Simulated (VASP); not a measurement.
# WC (P1) in VASP: single point with LDA

Aim: the single point of WC with LDA.

Program: VASP 6.6.1. These are calculated values, not measurements. Logs are shortened: lines on timing, memory, paths and dates and some standing lists are left out, and cuts for length are marked.

### Step 1. The cell of the first run

The typed cell holds 16 atoms: a = 5.803 Å, b = 5.026 Å, c = 5.677 Å, α = 90.00°, β = 90.00°, γ = 90.00°.

### Step 2. Single point, LDA

Input file INCAR:

```
SYSTEM = WC
ALGO = Normal ; EDIFF = 1E-6
ENCUT = 520 ; GGA = CA
ISIF = 2 ; ISMEAR = -1
LASPH = .TRUE. ; LCHARG = .FALSE.
LREAL = Auto ; LWAVE = .FALSE.
NBANDS = 86 ; NELM = 60
PREC = Accurate ; SIGMA = 0.36
```

Input file KPOINTS:

```
k-points
0
G
  2 2 2
  0 0 0
```

Input file POSCAR:

```
WC
1.0
   -2.9015800000     -5.0256840000      0.0000000000
    4.3523700000     -2.5128420000      0.0000000000
    0.0000000000      0.0000000000      5.6773400000
W C
8 8
Direct
    0.7522069277      0.5535348735     -0.0358618649
    0.7378906805      0.5590859327      0.4491716191
    0.5056318545      0.0690270534     -0.0267554876
    0.5034191687      0.0613943648      0.4849278007
    0.2539101585      0.5649888768     -0.0344879820
    0.2429518971      0.5533179315      0.4544381700
    0.0041427067      0.0636251961     -0.0410931880
    0.0000180987      0.0568316836      0.4616774757
    0.4973779946      0.7361924748      0.2269901045
    0.5105493653      0.7188037385      0.7217640656
    0.2403829187      0.2201536793      0.2215298009
    0.2514106616      0.2193490322      0.7255334364
   -0.0026985146      0.7086644849      0.2086012111
   -0.0090357672      0.7230501999      0.6942864088
    0.7511684709      0.2120167660      0.2054835539
    0.7595689657      0.2079901570      0.7124815495
```

Potentials or basis: VASP PAW LDA potentials, release 64 (W_sv, C).

Started as:

```console
cat potpaw_LDA.64/W_sv/POTCAR potpaw_LDA.64/C/POTCAR > POTCAR
mpirun -np 1 vasp_std > vasp.out
```

OUTCAR:

```text
SYSTEM = WC
   EDIFF = 1E-6
   ENCUT = 520
   GGA = CA
   ISIF = 2
   ISMEAR = -1
   LASPH = .TRUE.
   LREAL = Auto
   NELM = 60
   PREC = Accurate

 ion  position               nearest neighbor table
   1  0.752  0.554  0.964-  10 2.13  13 2.13  15 2.20  14 2.23  16 2.25   9 2.29   2 2.76   3 2.82
                             7 2.86   5 2.89   5 2.91   2 2.92   7 2.95   3 2.96
   2  0.738  0.559  0.449-   9 2.08  13 2.17  14 2.18  10 2.19  15 2.23  16 2.32   1 2.76   4 2.85
                             6 2.87   4 2.87   1 2.92   8 2.93   6 2.93   8 2.95
   3  0.506  0.069  0.973-  15 2.07  12 2.17  16 2.20   9 2.21  11 2.22  10 2.27   4 2.77   1 2.82
                             5 2.89   7 2.89   4 2.91   7 2.91   5 2.92   1 2.96
   4  0.503  0.061  0.485-  16 2.10  12 2.15  10 2.18   9 2.19  15 2.27  11 2.28   3 2.77   2 2.85
                             2 2.87   8 2.88   6 2.90   3 2.91   8 2.92   6 2.97
   5  0.254  0.565  0.966-  13 2.15  10 2.18  12 2.21   9 2.22  11 2.26  14 2.31   6 2.78   3 2.89
                             1 2.89   7 2.90   6 2.90   7 2.91   1 2.91   3 2.92
   6  0.243  0.553  0.454-  11 2.13  13 2.14   9 2.17  14 2.17  12 2.28  10 2.33   5 2.78   8 2.87
                             2 2.87   8 2.90   5 2.90   4 2.90   2 2.93   4 2.97
   7  0.004  0.064  0.959-  12 2.10  16 2.12  15 2.16  11 2.17  14 2.28  13 2.28   8 2.82   8 2.85
                             1 2.86   3 2.89   5 2.90   5 2.91   3 2.91   1 2.95
   8  0.000  0.057  0.462-  11 2.12  16 2.13  14 2.14  15 2.19  12 2.24  13 2.26   7 2.82   7 2.85
                             6 2.87   4 2.88   6 2.90   4 2.92   2 2.93   2 2.95
   9  0.497  0.736  0.227-   2 2.08   6 2.17   4 2.19   3 2.21   5 2.22   1 2.29
  10  0.511  0.719  0.722-   1 2.13   5 2.18   4 2.18   2 2.19   3 2.27   6 2.33
  11  0.240  0.220  0.222-   8 2.12   6 2.13   7 2.17   3 2.22   5 2.26   4 2.28
  12  0.251  0.219  0.726-   7 2.10   4 2.15   3 2.17   5 2.21   8 2.24   6 2.28
  13  0.997  0.709  0.209-   1 2.13   6 2.14   5 2.15   2 2.17   8 2.26   7 2.28
  14  0.991  0.723  0.694-   8 2.14   6 2.17   2 2.18   1 2.23   7 2.28   5 2.31
  15  0.751  0.212  0.205-   3 2.07   7 2.16   8 2.19   1 2.20   2 2.23   4 2.27
  16  0.760  0.208  0.712-   4 2.10   7 2.12   8 2.13   3 2.20   1 2.25   2 2.32

  LATTYP: Found a simple orthorhombic cell.
 ALAT       =     5.0256839867
 B/A-ratio  =     1.1296651391
 C/A-ratio  =     1.1547005404

  Lattice vectors:

 A1 = (   4.3523700000,  -2.5128420000,   0.0000000000)
 A2 = (   0.0000000000,   0.0000000000,   5.6773400000)
 A3 = (  -2.9015800000,  -5.0256840000,   0.0000000000)

Analysis of symmetry for initial positions (statically):
=====================================================================
 Subroutine PRICEL returns:
 Original cell was already a primitive cell.

 Routine SETGRP: Setting up the symmetry group for a
 simple orthorhombic supercell.

 Subroutine GETGRP returns: Found  1 space group operations
 (whereof  1 operations were pure point group operations)
 out of a pool of  8 trial point group operations.
[... 140 lines left out ...]
   EFERMI =   0.00;   METHOD = LEGACY
   ISMEAR =    -1;   SIGMA  =   0.36  broadening in eV -4-tet -1-fermi 0-gaus
   EFERMI_NEDOS =   21; number of points for ismear=-14 and -15
   IALGO  =     38    algorithm
   IMIX   =      4    mixing-type and parameters
     AMIX     =   0.40;   BMIX     =  1.00
     AMIX_MAG =   1.60;   BMIX_MAG =  1.00
  volume/ion in A,a.u.               =      10.35        69.84
  Fermi-wavevector in a.u.,A,eV,Ry     =   1.562647  2.952974 33.223584  2.441865
  Thomas-Fermi vector in A             =   2.665534
   LORBIT       =      0    0 simple, 1 ext, 2 COOP (PROOUT), +10 PAW based schemes
   GGA     = CA    functional components
   LHFCALC =     F    Hartree Fock is set to
   AEXX    =    0.0000 exact exchange contribution
   IVDW    =     0    specifies the selected vdW correction
   LEPSILON=     F    determine dielectric tensor
   LRPA    =     F    only Hartree local field effects (RPA)
 non-spin polarized calculation
  energy-cutoff  :      520.00
  volume of cell :      165.58
 maximum number of plane-waves:      4478
 NGX is ok and might be reduce to    48
   NGX = 21   NGY = 19   NGZ = 21

 number of electron     144.0000002 magnetization

 Free energy of the ion-electron system (eV)
  ---------------------------------------------------
  ext. energy  EPLUGINS =         0.00000000
  ---------------------------------------------------
  free energy    TOTEN  =      -196.66177155 eV

  energy without entropy =     -194.79718216  energy(sigma->0) =     -195.72947686

 E-fermi :  11.4358     XC(G=0): -13.9849

 val. band max:       11.4297460652   @ k =   0.0000   0.0000   0.5000
 cond. band min:      11.4796689377   @ k =   0.0000   0.0000   0.5000
 fundamental gap:      0.0499228725
 Fermi energy:        11.4357834701

 k-point     1 :       0.0000    0.0000    0.0000
  band No.  band energies     occupation
      1     -62.4590      2.00000
      2     -62.4233      2.00000
      3     -62.3892      2.00000
      4     -62.3830      2.00000
      5     -62.3705      2.00000
      6     -62.3391      2.00000
[... 685 lines left out ...]
     83      15.0679      0.00008
     84      15.1414      0.00007
 [bands above 84 left out]

------------------------ aborting loop because EDIFF is reached ----------------------------------------

  FORCE on cell =-STRESS in cart. coord.  units (eV):
  Direction    XX          YY          ZZ          XY          YZ          ZX
  --------------------------------------------------------------------------------------
  -------------------------------------------------------------------------------------
  Total       -1.5089517     -0.4405687     -5.3808766      0.6318336     -0.4281752     -0.6919097
  in kB      -14.6009556     -4.2630418    -52.0665720      6.1137639     -4.1431193     -6.6950738
  external PRESSURE =     -23.6435231 kB  Pullay stress =       0.0000000 kB

 VOLUME and BASIS-vectors are now :
 -----------------------------------------------------------------------------
  energy-cutoff  :      520.00
  volume of cell :      165.58
      direct lattice vectors                 reciprocal lattice vectors
    -2.901580000 -5.025684000  0.000000000    -0.086159954 -0.149233418  0.000000000
     4.352370000 -2.512842000  0.000000000     0.172319908 -0.099488945  0.000000000
     0.000000000  0.000000000  5.677340000     0.000000000  0.000000000  0.176138826

 POSITION                                       TOTAL-FORCE (eV/Angst)
 -----------------------------------------------------------------------------------
      0.22660     -5.17130      5.47374         0.525194     -0.277548     -0.876308
      0.29230     -5.11330      2.55010        -1.440205     -1.093104      2.461688
     -1.16670     -2.71460      5.52544        -1.192210      1.712593     -0.558161
     -1.19350     -2.68430      2.75310        -0.183025      0.935575     -2.696922
      1.72230     -2.69580      5.48154        -0.226283      0.794456     -0.720614
      1.70330     -2.61140      2.58000         0.201944     -0.873645      2.053605
[... 8 lines left out ...]
     -1.25680     -4.30790      1.16660         0.813626     -0.623601      1.167180
     -1.29870     -4.34000      4.04500         1.542904     -0.278491      0.314494
 -----------------------------------------------------------------------------------
    total drift:                               -0.008902     -0.002861     -0.007532

  FREE ENERGIE OF THE ION-ELECTRON SYSTEM (eV)
  ---------------------------------------------------
  free  energy   TOTEN  =      -196.6617715545 eV

  energy  without entropy=     -194.7971821605  energy(sigma->0) =     -195.72947686
```

stdout:

```text
POSCAR found type information on POSCAR W C
 POSCAR found :  2 types and      16 ions
 scaLAPACK will be used
 LDA part: xc-table for (Slater(with rela. corr.)+CA(PZ))
 , standard interpolation
 POSCAR, INCAR and KPOINTS ok, starting setup
 FFT: planning ... GRIDC
 FFT: planning ... GRID_SOFT
 FFT: planning ... GRID
 WAVECAR not read
 entering main loop
```

It took 2 min on 1 thread of AMD EPYC 9R45 (Zen 5), shared host; peak memory 0.23 GiB.

Results:

```yaml
Free_energy: -196.6618 eV
Pressure: -2.4 GPa
Largest_force: 3.054 eV/Å
Band_gap_on_the_k_mesh: zero (band 72 reaches 11.58 eV, above the bottom of band 73 at 11.56 eV)
```

Forces in eV/Å, atoms in the order of the input:
```
W    0.525 -0.278 -0.876
W   -1.440 -1.093  2.462
W   -1.192  1.713 -0.558
W   -0.183  0.936 -2.697
W   -0.226  0.794 -0.721
W    0.202 -0.874  2.054
W   -1.273  0.996  0.788
W   -0.367  0.343 -0.108
C   -0.218  0.413 -1.252
C    0.898  0.589 -0.390
C   -0.127 -1.155 -0.594
C    0.646 -0.474 -0.903
C    1.080 -0.628 -0.015
C   -0.680 -0.380  1.330
C    0.814 -0.624  1.167
C    1.543 -0.278  0.314
```

Stress tensor (GPa, compression positive):
```
-1.46  0.61 -0.67
 0.61 -0.43 -0.41
-0.67 -0.41 -5.21
```

Caveat: the k points lie up to 0.63 Å⁻¹ apart; spin-orbit coupling is left out, which moves the levels of the heavy elements; forces of over 1 eV/Å act on the atoms, so gaps and moduli don't describe the material at rest.
